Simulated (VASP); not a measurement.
# Na3TlCl4 in VASP: a series of runs

Na3TlCl4 is run at these levels: PBE; tasks: single point.

All numbers are computed with VASP 6.6.1; they aren't measurements. Logs are shortened: lines on timing, memory, paths and dates and some standing lists are left out, and cuts for length are marked.

## (1) The cell of the first run

It takes space group Fmm2 (No. 42, orthorhombic). The conventional cell has a = 8.558 Å, b = 11.782 Å, c = 8.556 Å, α = 90.00°, β = 90.00°, γ = 90.00°. Within 3.6 Å of Na (site symmetry mm2) lie 6 Cl at 2.72 to 3.03 Å. Within 3.9 Å of Na (site symmetry 2) lie 6 Cl at 2.95 to 3.04 Å. Tl (site symmetry mm2) has 6 Cl at 3.03 to 3.17 Å within 4.0 Å. Cl (site symmetry m) has 5 Na at 2.72 to 3.04 Å and 1 Tl at 3.17 Å within 3.6 Å. Within 3.9 Å of Cl (site symmetry m) lie 4 Na at 2.95 to 3.03 Å and 2 Tl at 3.03 Å.

## (2) Single point, PBE

INCAR

```
PREC     = Accurate       # precision mode
ENCUT    = 520            # plane-wave cutoff, eV
EDIFF    = 1E-6           # SCF threshold, eV
ISMEAR   = 0              # smearing method
SIGMA    = 0.02           # smearing width, eV
LREAL    = False          # projectors in reciprocal space
LASPH    = True           # aspherical terms in the spheres
NELM     = 80             # most SCF steps
ALGO     = Normal         # electronic algorithm
ISIF     = 2              # what is computed and relaxed
LWAVE    = False          # write WAVECAR
LCHARG   = False          # write CHGCAR
GGA      = PE             # functional
NBANDS   = 41             # bands
```

KPOINTS

```
Automatic mesh
0
Gamma
  4 4 4
```

POSCAR

```
Na3TlCl4
1.0
    0.0000000000      5.8910477126      4.2778964159
    4.2789988340      0.0000000000      4.2778964159
    4.2789988340      5.8910477126      0.0000000000
Na Tl Cl
3 1 4
Direct
    0.1255696358      0.1255696358      0.8744303642
    0.8755424468      0.8755424468      0.6244575532
    0.3755424468      0.3755424468      0.1244575532
    0.6254281020      0.6254281020      0.3745718980
    0.8950587852      0.3574188558      0.6425811442
    0.3574188558      0.8950587852      0.1049412148
    0.6261095958      0.1254159970      0.3738904042
    0.1254159970      0.6261095958      0.8745840030
```

Potentials or basis: VASP PAW PBE potentials, release 64 (Na_pv, Tl_d, Cl).

On the command line:

```
$ cat potpaw_PBE.64/Na_pv/POTCAR potpaw_PBE.64/Tl_d/POTCAR potpaw_PBE.64/Cl/POTCAR > POTCAR
$ mpirun -np 1 vasp_std > vasp.out
```

OUTCAR:

```text
PREC = Accurate
   ENCUT = 520
   EDIFF = 1E-6
   ISMEAR = 0
   LREAL = False
   LASPH = True
   NELM = 80
   ISIF = 2
   GGA = PE

 ion  position               nearest neighbor table
   1  0.126  0.126  0.874-   5 2.72   6 2.72
   2  0.876  0.876  0.624-
   3  0.376  0.376  0.124-
   4  0.625  0.625  0.375-   7 3.03   8 3.03   7 3.03   8 3.03   5 3.17   6 3.17
   5  0.895  0.357  0.643-   1 2.72   4 3.17
   6  0.357  0.895  0.105-   1 2.72   4 3.17
   7  0.626  0.125  0.374-   4 3.03   4 3.03
   8  0.125  0.626  0.875-   4 3.03   4 3.03

  LATTYP: Found a face centered orthorhombic cell.
 ALAT       =     8.5557928318
 B/A-ratio  =     1.0002577010
 C/A-ratio  =     1.3770898451

  Lattice vectors:

 A1 = (   4.2789988340,   5.8910477126,   0.0000000000)
 A2 = (   0.0000000000,   5.8910477126,   4.2778964159)
 A3 = (   4.2789988340,   0.0000000000,   4.2778964159)

Analysis of symmetry for initial positions (statically):
=====================================================================
 Subroutine PRICEL returns:
 Original cell was already a primitive cell.

 Routine SETGRP: Setting up the symmetry group for a
 face centered orthorhombic supercell.

 Subroutine GETGRP returns: Found  4 space group operations
 (whereof  4 operations were pure point group operations)
 out of a pool of  8 trial point group operations.

The static configuration has the point symmetry C_2v.

Analysis of symmetry for dynamics (positions and initial velocities):
=====================================================================
 Subroutine PRICEL returns:
 Original cell was already a primitive cell.

 Routine SETGRP: Setting up the symmetry group for a
 face centered orthorhombic supercell.

 Subroutine GETGRP returns: Found  4 space group operations
 (whereof  4 operations were pure point group operations)
 out of a pool of  8 trial point group operations.

The dynamic configuration has the point symmetry C_2v.

 Subroutine INISYM returns: Found  4 space group operations
 (whereof  4 operations are pure point group operations),
 and found     1 'primitive' translations

[... 97 lines left out ...]
   ENCUT  =  520.0 eV  38.22 Ry    6.18 a.u.  13.54 11.25 13.54*2*pi/ulx,y,z
   NELM   =     80;   NELMIN=  2; NELMDL= -5     # of ELM steps
   EDIFF  = 0.1E-05   stopping-criterion for ELM
   LREAL  =      F    real-space projection
   EDIFFG = 0.1E-04   stopping-criterion for IOM
   NSW    =      0    number of steps for IOM
   IBRION =     -1    ionic relax: 0-MD 1-quasi-New 2-CG
   NFREE  =      0    steps in history (QN), initial steepest desc. (CG)
   ISIF   =      2    stress and relaxation
   ISYM   =      2    0-nonsym 1-usesym 2-fastsym
   POTIM  = 0.5000    time-step for ionic-motion
   TEBEG  =    0.0;   TEEND  =   0.0 temperature during run
   PSTRESS=    0.0 pullay stress
   NELECT =      62.0000    total number of electrons
   NUPDOWN=      -1.0000    fix difference up-down
   EMIN   =  10.00;   EMAX   =-10.00  energy-range for DOS
   EFERMI =   0.00;   METHOD = LEGACY
   ISMEAR =     0;   SIGMA  =   0.02  broadening in eV -4-tet -1-fermi 0-gaus
   EFERMI_NEDOS =   21; number of points for ismear=-14 and -15
   IALGO  =     38    algorithm
   IMIX   =      4    mixing-type and parameters
     AMIX     =   0.40;   BMIX     =  1.00
     AMIX_MAG =   1.60;   BMIX_MAG =  1.00
  volume/ion in A,a.u.               =      26.96       181.93
  Fermi-wavevector in a.u.,A,eV,Ry     =   1.080456  2.041766 15.883238  1.167385
  Thomas-Fermi vector in A             =   2.216447
   LORBIT       =      0    0 simple, 1 ext, 2 COOP (PROOUT), +10 PAW based schemes
   GGA     = PE    functional components
   LHFCALC =     F    Hartree Fock is set to
   AEXX    =    0.0000 exact exchange contribution
   IVDW    =     0    specifies the selected vdW correction
   LEPSILON=     F    determine dielectric tensor
   LRPA    =     F    only Hartree local field effects (RPA)
 non-spin polarized calculation
 Gauss-broadening in eV      SIGMA  =   0.02
  energy-cutoff  :      520.00
  volume of cell :      215.67
 maximum number of plane-waves:      5861
   NGX = 27   NGY = 23   NGZ = 27

 number of electron      61.9999998 magnetization

 Free energy of the ion-electron system (eV)
  ---------------------------------------------------
  ext. energy  EPLUGINS =         0.00000000
  ---------------------------------------------------
  free energy    TOTEN  =       -26.06732341 eV

  energy without entropy =      -26.06732341  energy(sigma->0) =      -26.06732341

 E-fermi :   1.2810     XC(G=0):  -7.8589

 val. band max:        1.1904420918   @ k =   0.0000   0.5000   0.5000
 cond. band min:       4.3754466635   @ k =   0.0000   0.0000   0.0000
 fundamental gap:      3.1850045717
 Fermi energy:         1.2810132564

 k-point     1 :       0.0000    0.0000    0.0000
  band No.  band energies     occupation
      1     -22.1757      2.00000
      2     -22.1756      2.00000
      3     -22.1718      2.00000
      4     -22.1718      2.00000
      5     -22.1675      2.00000
      6     -22.1674      2.00000
[... 781 lines left out ...]
     40       8.5295      0.00000
     41       8.6792      0.00000

------------------------ aborting loop because EDIFF is reached ----------------------------------------

  FORCE on cell =-STRESS in cart. coord.  units (eV):
  Direction    XX          YY          ZZ          XY          YZ          ZX
  --------------------------------------------------------------------------------------
  -------------------------------------------------------------------------------------
  Total       -0.0907900     -0.0585363     -0.0858868      0.0000000      0.0000000      0.0000000
  in kB       -0.6744562     -0.4348511     -0.6380314      0.0000000      0.0000000      0.0000000
  external PRESSURE =      -0.5824462 kB  Pullay stress =       0.0000000 kB

 VOLUME and BASIS-vectors are now :
 -----------------------------------------------------------------------------
  energy-cutoff  :      520.00
  volume of cell :      215.67
      direct lattice vectors                 reciprocal lattice vectors
     0.000000000  5.891047713  4.277896416    -0.116849763  0.084874546  0.116879875
     4.278998834  0.000000000  4.277896416     0.116849763 -0.084874546  0.116879875
     4.278998834  5.891047713  0.000000000     0.116849763  0.084874546 -0.116879875

 POSITION                                       TOTAL-FORCE (eV/Angst)
 -----------------------------------------------------------------------------------
      4.27900      5.89105      1.07435         0.000000      0.000000     -0.000019
      6.41850      8.83657      7.49096        -0.000000      0.000000      0.000906
      2.13950      2.94552      3.21306         0.000000      0.000000      0.000906
      4.27900      5.89105      5.35103         0.000000      0.000000      0.000804
      4.27900      9.05831      5.35797         0.000000      0.000237     -0.001204
      4.27900      2.72379      5.35797         0.000000     -0.000237     -0.001204
      2.13653      5.89105      3.21495         0.000298      0.000000     -0.000094
      6.42147      5.89105      3.21495        -0.000298      0.000000     -0.000094
 -----------------------------------------------------------------------------------
    total drift:                               -0.000054      0.000002      0.000201

  FREE ENERGIE OF THE ION-ELECTRON SYSTEM (eV)
  ---------------------------------------------------
  free  energy   TOTEN  =       -26.0673234069 eV

  energy  without entropy=      -26.0673234069  energy(sigma->0) =      -26.06732341
```

OSZICAR:

```text
N       E                     dE             d eps       ncg     rms          rms(c)
DAV:   1     0.587972957638E+03    0.58797E+03   -0.29267E+04  1476   0.148E+03
DAV:   2     0.511352842998E+02   -0.53684E+03   -0.50998E+03  1588   0.375E+02
DAV:   3    -0.236535723561E+02   -0.74789E+02   -0.73427E+02  1763   0.139E+02
DAV:   4    -0.270309104261E+02   -0.33773E+01   -0.33546E+01  1791   0.304E+01
DAV:   5    -0.271298712681E+02   -0.98961E-01   -0.98905E-01  1968   0.566E+00    0.531E+00
DAV:   6    -0.260932833327E+02    0.10366E+01   -0.18415E+00  1756   0.532E+00    0.373E+00
DAV:   7    -0.260397079267E+02    0.53575E-01   -0.49081E-01  1710   0.258E+00    0.236E+00
DAV:   8    -0.260672701677E+02   -0.27562E-01   -0.52839E-02  1603   0.127E+00    0.441E-01
DAV:   9    -0.260659905288E+02    0.12796E-02   -0.49961E-03  2128   0.368E-01    0.163E-01
DAV:  10    -0.260672415808E+02   -0.12511E-02   -0.22842E-03  1597   0.194E-01    0.544E-02
DAV:  11    -0.260673169068E+02   -0.75326E-04   -0.17889E-04  1743   0.715E-02    0.306E-02
DAV:  12    -0.260673207929E+02   -0.38861E-05   -0.28370E-05  1533   0.243E-02    0.112E-02
DAV:  13    -0.260673231999E+02   -0.24070E-05   -0.83788E-06  1483   0.145E-02    0.321E-03
DAV:  14    -0.260673234069E+02   -0.20694E-06   -0.78121E-07  1437   0.564E-03
   1 F= -.26067323E+02 E0= -.26067323E+02  d E =-.545042E-12
```

Run time: 2.3 min. Hardware: 1 thread of Intel Xeon Platinum 8488C (Sapphire Rapids), shared host; peak memory 0.45 GiB.

What came out:

| Property | Result |
| --- | --- |
| Free energy | -26.0673 eV |
| Pressure | -0.1 GPa |
| Band gap on the k mesh | 3.19 eV (least direct gap 3.25 eV) |

Levels at points of the mesh, in eV from the valence-band top:
| k point | band 27 | band 28 | band 29 | band 30 | band 31 | band 32 | band 33 | band 34 | band 35 | band 36 |
| --- | --- | --- | --- | --- | --- | --- | --- | --- | --- | --- |
| (0.00, 0.00, 0.00) | -2.67 | -2.16 | -2.09 | -2.09 | -2.04 | 3.19 | 4.83 | 5.65 | 5.80 | 5.81 |
| (0.50, 0.00, 0.00) | -2.41 | -2.30 | -2.30 | -2.24 | -0.74 | 3.56 | 4.14 | 5.16 | 5.45 | 5.78 |
| (0.50, 0.50, 0.00) | -2.25 | -2.24 | -2.18 | -2.11 | 0.00 | 3.25 | 3.59 | 3.59 | 5.79 | 6.10 |
| (0.50, 0.00, 0.50) | -2.34 | -2.34 | -2.34 | -2.34 | -2.01 | 3.75 | 4.87 | 4.91 | 5.65 | 6.17 |
| (0.00, 0.50, 0.50) | -2.25 | -2.24 | -2.18 | -2.11 | 0.00 | 3.25 | 3.59 | 3.59 | 5.79 | 6.10 |

Caveat: spin-orbit coupling is left out, which moves the levels of the heavy elements. A k mesh can miss the band edges.

## (3) Single point, PBE

This run uses another cell than the first one, of 26.70 Å³/atom.

INCAR

```
  PREC = Accurate
  ENCUT = 520
  EDIFF = 1E-6
  ISMEAR = 0
  SIGMA = 0.1
  LREAL = False
  LASPH = True
  NELM = 60
  ALGO = Normal
  ISIF = 2
  LWAVE = False
  LCHARG = False
  GGA = PE
  NBANDS = 41
```

KPOINTS is that of step 2.

POSCAR

```
Na3TlCl4
1.0
    4.2602005786     -4.2632227300     -0.0365476990
    4.2602005786      4.2632227300     -0.0365476990
   -4.2098026106      0.0000000000      5.9154043722
Na Tl Cl
3 1 4
Direct
    0.3774284042      0.6225715958      0.5000000000
    0.6243066916      0.3756933084      0.0000000000
    0.1266891957      0.8733108043      0.0000000000
    0.8759697324      0.1240302676      0.5000000000
    0.1421525509      0.3986503784      0.0374561449
    0.6013496216      0.8578474491      0.9625438551
    0.3762553578      0.1278549155      0.5005304628
    0.8721450845      0.6237446422      0.4994695372
```

Potentials or basis: VASP PAW PBE potentials, release 64 (Na_pv, Tl_d, Cl).

On the command line:

```
$ cat potpaw_PBE.64/Na_pv/POTCAR potpaw_PBE.64/Tl_d/POTCAR potpaw_PBE.64/Cl/POTCAR > POTCAR
$ mpirun -np 1 vasp_std > vasp.out
```

Wall time 2.5 min (1 thread of Intel Xeon Platinum 8488C (Sapphire Rapids), shared host); peak memory 0.45 GiB.

The run converged. Its results:

| Quantity | Value |
| --- | --- |
| Free energy | -26.0653 eV |
| Pressure | 0.2 GPa |
| Largest force | 0.019 eV/Å |
| Band gap on the k mesh | 3.16 eV (least direct gap 3.21 eV) |

Forces on the atoms (eV/Å):
```
Na   0.000  0.011  0.000
Na   0.000  0.003  0.000
Na   0.000  0.009  0.000
Tl   0.000  0.000  0.000
Cl  -0.016 -0.008  0.005
Cl   0.016 -0.008 -0.005
Cl  -0.001 -0.003 -0.003
Cl   0.001 -0.003  0.003
```

Levels at points of the mesh, in eV from the valence-band top:
| k point | band 27 | band 28 | band 29 | band 30 | band 31 | band 32 | band 33 | band 34 | band 35 | band 36 |
| --- | --- | --- | --- | --- | --- | --- | --- | --- | --- | --- |
| (0.00, 0.00, 0.00) | -2.73 | -2.22 | -2.16 | -2.15 | -2.09 | 3.16 | 4.81 | 5.62 | 5.79 | 5.80 |
| (0.50, 0.00, 0.00) | -2.47 | -2.36 | -2.36 | -2.30 | -0.76 | 3.54 | 4.11 | 5.14 | 5.44 | 5.76 |
| (0.00, 0.50, 0.50) | -2.48 | -2.37 | -2.35 | -2.30 | -0.76 | 3.53 | 4.11 | 5.16 | 5.44 | 5.76 |
| (0.50, 0.50, 0.00) | -2.32 | -2.30 | -2.24 | -2.16 | 0.00 | 3.21 | 3.54 | 3.56 | 5.77 | 6.07 |
| (0.00, 0.00, 0.50) | -2.41 | -2.41 | -2.40 | -2.40 | -2.06 | 3.73 | 4.84 | 4.88 | 5.62 | 6.14 |
| (0.50, 0.50, 0.50) | -2.31 | -2.30 | -2.24 | -2.16 | 0.00 | 3.22 | 3.54 | 3.56 | 5.77 | 6.07 |

Caveat: spin-orbit coupling is left out, which moves the levels of the heavy elements. A k mesh can miss the band edges.
